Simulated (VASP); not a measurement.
# BeZn3Te (P4/nmm) in VASP: notebook

BeZn3Te is run at these levels: PBE; tasks: single point, relaxation of cell and atoms.

Everything below comes from runs of VASP 6.6.1. Logs are shortened: lines on timing, memory, paths and dates and some standing lists are left out, and cuts for length are marked.

## (1) The cell of the first run

Symmetry: P4/nmm, No. 129, tetragonal system. The conventional cell has a = 3.916 Å, b = 3.916 Å, c = 13.912 Å, α = 90.00°, β = 90.00°, γ = 90.00°. Be (site symmetry -4m2) has 4 Te at 2.49 Å and 4 Be at 2.77 Å within 3.3 Å. Zn (site symmetry 2mm) has 8 Zn at 2.75 to 2.78 Å within 3.6 Å. Within 3.6 Å of Zn (site symmetry 4mm) lie 12 Zn at 2.75 to 2.78 Å. Within 3.3 Å of Te (site symmetry 4mm) lie 4 Be at 2.49 Å.

## (2) Single point, PBE

The input, INCAR:

```
SYSTEM = BeZn3Te
PREC = Accurate ; ENCUT = 520
EDIFF = 1E-6 ; ISMEAR = 0
SIGMA = 0.2 ; LREAL = .FALSE.
LASPH = .TRUE. ; NELM = 80
ALGO = Fast ; ISIF = 2
LWAVE = .FALSE. ; LCHARG = .FALSE.
GGA = PE ; NBANDS = 55
```

The input, KPOINTS:

```
Automatic mesh
0
G
  4 4 2
  0 0 0
```

The input, POSCAR:

```
BeZn3Te
1.0
    3.9158106447      0.0000000000      0.0000000000
    0.0000000000      3.9158106447      0.0000000000
    0.0000000000      0.0000000000     13.9120612996
Be Zn Te
2 6 2
Direct
    0.5000000000      0.5000000000      0.0000000000
    0.0000000000      0.0000000000      0.0000000000
    0.0000000000      0.0000000000      0.6403613614
    0.0000000000      0.0000000000      0.3596386386
    0.5000000000      0.5000000000      0.6403613614
    0.5000000000      0.5000000000      0.3596386386
    0.5000000000      0.0000000000      0.5013284654
    0.0000000000      0.5000000000      0.4986715346
    0.5000000000      0.0000000000      0.8895214641
    0.0000000000      0.5000000000      0.1104785359
```

Potentials or basis: VASP PAW PBE potentials, release 64 (Be, Zn, Te).

Command:

```console
> cat potpaw_PBE.64/Be/POTCAR potpaw_PBE.64/Zn/POTCAR potpaw_PBE.64/Te/POTCAR > POTCAR
> mpirun -np 1 vasp_std > vasp.out
```

OUTCAR:

```text
SYSTEM = BeZn3Te
   PREC = Accurate
   ENCUT = 520
   EDIFF = 1E-6
   ISMEAR = 0
   LREAL = .FALSE.
   LASPH = .TRUE.
   NELM = 80
   ISIF = 2
   GGA = PE

 ion  position               nearest neighbor table
   1  0.500  0.500  0.000-   9 2.49  10 2.49   9 2.49  10 2.49
   2  0.000  0.000  0.000-   9 2.49  10 2.49  10 2.49   9 2.49
   3  0.000  0.000  0.640-   7 2.75   7 2.75   5 2.77   5 2.77   5 2.77   5 2.77   8 2.78   8 2.78

   4  0.000  0.000  0.360-   8 2.75   8 2.75   6 2.77   6 2.77   6 2.77   6 2.77   7 2.78   7 2.78

   5  0.500  0.500  0.640-   7 2.75   7 2.75   3 2.77   3 2.77   3 2.77   3 2.77   8 2.78   8 2.78

   6  0.500  0.500  0.360-   8 2.75   8 2.75   4 2.77   4 2.77   4 2.77   4 2.77   7 2.78   7 2.78

   7  0.500  0.000  0.501-   3 2.75   5 2.75   5 2.75   3 2.75   8 2.77   8 2.77   8 2.77   8 2.77
                             6 2.78   4 2.78   6 2.78   4 2.78
   8  0.000  0.500  0.499-   4 2.75   6 2.75   4 2.75   6 2.75   7 2.77   7 2.77   7 2.77   7 2.77
                             5 2.78   3 2.78   3 2.78   5 2.78
   9  0.500  0.000  0.890-   1 2.49   2 2.49   1 2.49   2 2.49
  10  0.000  0.500  0.110-   1 2.49   2 2.49   2 2.49   1 2.49

  LATTYP: Found a simple tetragonal cell.
 ALAT       =     3.9158106447
 C/A-ratio  =     3.5527921449

  Lattice vectors:

 A1 = (   3.9158106447,   0.0000000000,   0.0000000000)
 A2 = (   0.0000000000,   3.9158106447,   0.0000000000)
 A3 = (   0.0000000000,   0.0000000000,  13.9120612996)

Analysis of symmetry for initial positions (statically):
=====================================================================
 Subroutine PRICEL returns:
 Original cell was already a primitive cell.

 Routine SETGRP: Setting up the symmetry group for a
 simple tetragonal supercell.

 Subroutine GETGRP returns: Found 16 space group operations
 (whereof  8 operations were pure point group operations)
 out of a pool of 16 trial point group operations.

The static configuration has the point symmetry D_2d.
 The point group associated with its full space group is D_4h.

Analysis of symmetry for dynamics (positions and initial velocities):
=====================================================================
 Subroutine PRICEL returns:
 Original cell was already a primitive cell.

 Routine SETGRP: Setting up the symmetry group for a
 simple tetragonal supercell.

 Subroutine GETGRP returns: Found 16 space group operations
 (whereof  8 operations were pure point group operations)
 out of a pool of 16 trial point group operations.

The dynamic configuration has the point symmetry D_2d.
 The point group associated with its full space group is D_4h.

 Subroutine INISYM returns: Found 16 space group operations
 (whereof  8 operations are pure point group operations),
 and found     1 'primitive' translations

----------------------------------------------------------------------------------------

                                     Primitive cell

  volume of cell :     213.3216

  direct lattice vectors                    reciprocal lattice vectors
     3.915810645  0.000000000  0.000000000     0.255374963  0.000000000  0.000000000
     0.000000000  3.915810645  0.000000000     0.000000000  0.255374963  0.000000000
     0.000000000  0.000000000 13.912061300     0.000000000  0.000000000  0.071880074

  length of vectors
     3.915810645  3.915810645 13.912061300     0.255374963  0.255374963  0.071880074

  position of ions in fractional coordinates (direct lattice)
     0.500000000  0.500000000  0.000000000
     0.000000000  0.000000000  0.000000000
     0.000000000  0.000000000  0.640361361
     0.000000000  0.000000000  0.359638639
     0.500000000  0.500000000  0.640361361
     0.500000000  0.500000000  0.359638639
     0.500000000  0.000000000  0.501328465
     0.000000000  0.500000000  0.498671535
     0.500000000  0.000000000  0.889521464
     0.000000000  0.500000000  0.110478536

  ion indices of the primitive-cell ions
   primitive index   ion index
                 1           1
                 2           2
                 3           3
                 4           4
                 5           5
                 6           6
                 7           7
                 8           8
                 9           9
                10          10

----------------------------------------------------------------------------------------

 KPOINTS: Automatic mesh

Automatic generation of k-mesh.
 Grid dimensions read from file:
 generate k-points for:    4    4    2

 Generating k-lattice:

  Cartesian coordinates                     Fractional coordinates (reciprocal lattice)
     0.063843741  0.000000000  0.000000000     0.250000000  0.000000000  0.000000000
     0.000000000  0.063843741  0.000000000     0.000000000  0.250000000  0.000000000
     0.000000000  0.000000000  0.035940037     0.000000000  0.000000000  0.500000000

  Length of vectors
     0.063843741  0.063843741  0.035940037

  Shift w.r.t. Gamma in fractional coordinates (k-lattice)
     0.000000000  0.000000000  0.000000000

 Subroutine IBZKPT returns following result:
 ===========================================

 Found     12 irreducible k-points:

 Following reciprocal coordinates:
            Coordinates               Weight
  0.000000  0.000000  0.000000      1.000000
  0.250000  0.000000  0.000000      4.000000
  0.500000  0.000000  0.000000      2.000000
  0.250000  0.250000  0.000000      4.000000
  0.500000  0.250000  0.000000      4.000000
  0.500000  0.500000  0.000000      1.000000
  0.000000  0.000000  0.500000      1.000000
  0.250000  0.000000  0.500000      4.000000
  0.500000  0.000000  0.500000      2.000000
  0.250000  0.250000  0.500000      4.000000
  0.500000  0.250000  0.500000      4.000000
  0.500000  0.500000  0.500000      1.000000
   k-points           NKPTS =     12   k-points in BZ     NKDIM =     12   number of bands    NBANDS=     55
   number of dos      NEDOS =    301   number of ions     NIONS =     10
   total plane-waves  NPLWV =  97200
   dimension x,y,z NGX =    30 NGY =   30 NGZ =  108
   dimension x,y,z NGXF=    60 NGYF=   60 NGZF=  216
   ions per type =               2   6   2
   NGX,Y,Z   is equivalent  to a cutoff of  12.74, 12.74, 12.91 a.u.
   NGXF,Y,Z  is equivalent  to a cutoff of  25.47, 25.47, 25.81 a.u.
 SYSTEM =  BeZn3Te
   PREC   = accura    normal or accurate (medium, high low for compatibility)
   ISTART =      0    job   : 0-new  1-cont  2-samecut
   ICHARG =      2    charge: 1-file 2-atom 10-const
   ISPIN  =      1    spin polarized calculation?
   LNONCOLLINEAR =      F non collinear calculations
   LSORBIT =      F    spin-orbit coupling
   LASPH  =      T    aspherical Exc in radial PAW
   ENCUT  =  520.0 eV  38.22 Ry    6.18 a.u.   7.28  7.28 25.87*2*pi/ulx,y,z
   NELM   =     80;   NELMIN=  2; NELMDL= -5     # of ELM steps
   EDIFF  = 0.1E-05   stopping-criterion for ELM
   LREAL  =      F    real-space projection
[... 7 lines left out ...]
   TEBEG  =    0.0;   TEEND  =   0.0 temperature during run
   PSTRESS=    0.0 pullay stress
   NELECT =      88.0000    total number of electrons
   NUPDOWN=      -1.0000    fix difference up-down
   EMIN   =  10.00;   EMAX   =-10.00  energy-range for DOS
   EFERMI =   0.00;   METHOD = LEGACY
   ISMEAR =     0;   SIGMA  =   0.20  broadening in eV -4-tet -1-fermi 0-gaus
   EFERMI_NEDOS =   21; number of points for ismear=-14 and -15
   IALGO  =     68    algorithm
   IMIX   =      4    mixing-type and parameters
     AMIX     =   0.40;   BMIX     =  1.00
     AMIX_MAG =   1.60;   BMIX_MAG =  1.00
  volume/ion in A,a.u.               =      21.33       143.96
  Fermi-wavevector in a.u.,A,eV,Ry     =   1.218683  2.302977 20.207215  1.485188
  Thomas-Fermi vector in A             =   2.353961
   LORBIT       =      0    0 simple, 1 ext, 2 COOP (PROOUT), +10 PAW based schemes
   GGA     = PE    functional components
   LHFCALC =     F    Hartree Fock is set to
   AEXX    =    0.0000 exact exchange contribution
   IVDW    =     0    specifies the selected vdW correction
   LEPSILON=     F    determine dielectric tensor
   LRPA    =     F    only Hartree local field effects (RPA)
 non-spin polarized calculation
 RMM-DIIS sequential band-by-band and
 Gauss-broadening in eV      SIGMA  =   0.20
  energy-cutoff  :      520.00
  volume of cell :      213.32
 maximum number of plane-waves:      5788
 NGX is ok and might be reduce to    30
   NGX = 15   NGY = 15   NGZ = 51

 number of electron      87.9999960 magnetization

 Free energy of the ion-electron system (eV)
  ---------------------------------------------------
  ext. energy  EPLUGINS =         0.00000000
  ---------------------------------------------------
  free energy    TOTEN  =       -19.62955048 eV

  energy without entropy =      -19.51993195  energy(sigma->0) =      -19.57474122

 E-fermi :   3.0405     XC(G=0):  -9.4192

 val. band max:        3.0193744193   @ k =   0.5000   0.2500   0.5000
 cond. band min:       3.0433852388   @ k =   0.2500   0.2500   0.5000
 fundamental gap:      0.0240108195
 Fermi energy:         3.0405341511

 k-point     1 :       0.0000    0.0000    0.0000
  band No.  band energies     occupation
      1      -9.8982      2.00000
      2      -8.7105      2.00000
      3      -6.2543      2.00000
      4      -4.7991      2.00000
      5      -4.7245      2.00000
      6      -4.7086      2.00000
[... 47 lines left out ...]
     54       7.2839      0.00000
     55       7.2839      0.00000

 k-point     2 :       0.2500    0.0000    0.0000
  band No.  band energies     occupation
      1      -9.5289      2.00000
      2      -8.5726      2.00000
      3      -5.6675      2.00000
      4      -4.6648      2.00000
      5      -4.5966      2.00000
      6      -4.5776      2.00000
[... 47 lines left out ...]
     54       7.6111      0.00000
     55       7.7672      0.00000
[... 520 lines left out ...]
     54       7.3388      0.00000
     55       8.3933      0.00000

 k-point    12 :       0.5000    0.5000    0.5000
  band No.  band energies     occupation
      1      -8.1655      2.00000
      2      -8.1655      2.00000
      3      -4.7554      2.00000
      4      -4.7554      2.00000
      5      -4.7229      2.00000
      6      -4.7229      2.00000
[... 47 lines left out ...]
     54       5.8160      0.00000
     55       8.5383      0.00000

------------------------ aborting loop because EDIFF is reached ----------------------------------------

  FORCE on cell =-STRESS in cart. coord.  units (eV):
  Direction    XX          YY          ZZ          XY          YZ          ZX
  --------------------------------------------------------------------------------------
  -------------------------------------------------------------------------------------
  Total        0.3353569      0.3353569      0.3047507      0.0000000      0.0000000      0.0000000
  in kB        2.5187378      2.5187378      2.2888666      0.0000000      0.0000000      0.0000000
  external PRESSURE =       2.4421140 kB  Pullay stress =       0.0000000 kB

 VOLUME and BASIS-vectors are now :
 -----------------------------------------------------------------------------
  energy-cutoff  :      520.00
  volume of cell :      213.32
      direct lattice vectors                 reciprocal lattice vectors
     3.915810645  0.000000000  0.000000000     0.255374963  0.000000000  0.000000000
     0.000000000  3.915810645  0.000000000     0.000000000  0.255374963  0.000000000
     0.000000000  0.000000000 13.912061300     0.000000000  0.000000000  0.071880074

 POSITION                                       TOTAL-FORCE (eV/Angst)
 -----------------------------------------------------------------------------------
      1.95791      1.95791      0.00000        -0.000000     -0.000000      0.000000
      0.00000      0.00000      0.00000        -0.000000      0.000000      0.000000
      0.00000      0.00000      8.90875        -0.000000     -0.000000      0.017202
      0.00000      0.00000      5.00331        -0.000000     -0.000000     -0.017202
      1.95791      1.95791      8.90875        -0.000000      0.000000      0.017202
      1.95791      1.95791      5.00331        -0.000000      0.000000     -0.017202
      1.95791      0.00000      6.97451         0.000000     -0.000000      0.002789
      0.00000      1.95791      6.93755        -0.000000     -0.000000     -0.002789
      1.95791      0.00000     12.37508        -0.000000     -0.000000     -0.000563
      0.00000      1.95791      1.53698        -0.000000      0.000000      0.000563
 -----------------------------------------------------------------------------------
    total drift:                                0.000000      0.000000      0.000000

  FREE ENERGIE OF THE ION-ELECTRON SYSTEM (eV)
  ---------------------------------------------------
  free  energy   TOTEN  =       -19.6295504847 eV

  energy  without entropy=      -19.5199319489  energy(sigma->0) =      -19.57474122
```

Wall time 1.8 min (1 thread of Intel Xeon Platinum 8559C (Emerald Rapids), shared host); peak memory 0.37 GiB.

What came out:

```
Free energy            : -19.6296 eV
Pressure               : 0.2 GPa
Largest force          : 0.017 eV/Å
Band gap on the k mesh : zero (bands 44 and 45 overlap by 2.03 eV)
```

Forces on the atoms (eV/Å):
```
Be   0.000  0.000  0.000
Be   0.000  0.000  0.000
Zn   0.000  0.000  0.017
Zn   0.000  0.000 -0.017
Zn   0.000  0.000  0.017
Zn   0.000  0.000 -0.017
Zn   0.000  0.000  0.003
Zn   0.000  0.000 -0.003
Te   0.000  0.000 -0.001
Te   0.000  0.000  0.001
```

Caveat: the k points lie up to 0.40 Å⁻¹ apart, too coarse for converged energies and pressures of a metal; spin-orbit coupling is left out, which moves the levels of the heavy elements.

[end of part 1 of 2]

The gap in the log of VASP goes by the Fermi energy; the results here count the filled bands.